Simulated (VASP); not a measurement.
LiMgBN2: single point with PBEsol

Crystal: LiMgBN2.

```
CELL_PARAMETERS angstrom
-1.84413 1.84413 4.31808
1.84413 -1.84413 4.31808
1.84413 1.84413 -4.31808
ATOMIC_POSITIONS crystal
Li 0.25000 0.75000 0.50000
Mg 0.75000 0.25000 0.50000
B 0.50000 0.50000 0.00000
N 0.65174 0.65174 0.00000
N 0.34826 0.34826 0.00000
```

This cell differs from its parent crystal: atoms shifted along a free coordinate.

* Program: VASP 6.6.1
* Task: single point
* Functional: PBEsol
* Potentials or basis: VASP PAW PBE potentials, release 64 (Li_sv, Mg, B, N)
* Cutoff: 520 eV
* k mesh: 8 × 8 × 8
* Occupations: gaussian, width 0.05 eV
* Spin: no spin polarisation
* Dipole correction: no
* Further INCAR settings: ALGO = Normal; EDIFF = 1e-06; NBANDS = 17

```
Largest force          : 1.324 eV/Å
Band gap on the k mesh : 2.71 eV (least direct gap 3.53 eV)
```

Forces on the atoms (eV/Å):
```
Li   0.000  0.000  0.000
Mg   0.000  0.000  0.000
B    0.000  0.000  0.000
N    0.000  0.000  1.324
N    0.000  0.000 -1.324
```

Levels at points of the mesh, in eV from the valence-band top:
```
           k point  band 5  band 6  band 7  band 8  band 9  band 10  band 11  band 12  band 13  band 14
(0.00, 0.00, 0.00)   -2.54   -2.26   -2.26   -1.50   -1.50     2.71     6.16     8.30     8.30     8.55
(0.50, 0.00, 0.00)   -4.26   -2.71   -2.54   -1.16   -0.70     5.50     5.97     7.45     8.25     9.23
(0.50, 0.50, 0.00)   -4.16   -3.42   -3.24   -2.07   -0.51     5.06     5.85     7.00     8.04    10.76
(0.50, 0.50, 0.50)   -3.64   -3.14   -3.14    0.00    0.00     3.53     6.88     6.88     6.96     8.92
```

Run time: 2.2 min on 1 thread of Intel Xeon 8259CL (shared host), peak memory 0.28 GiB.

Caveat: the cell differs from its parent crystal (atoms shifted along a free coordinate); the PAW data sets were made with another functional, which shifts forces and pressure a little. A k mesh can miss the band edges.
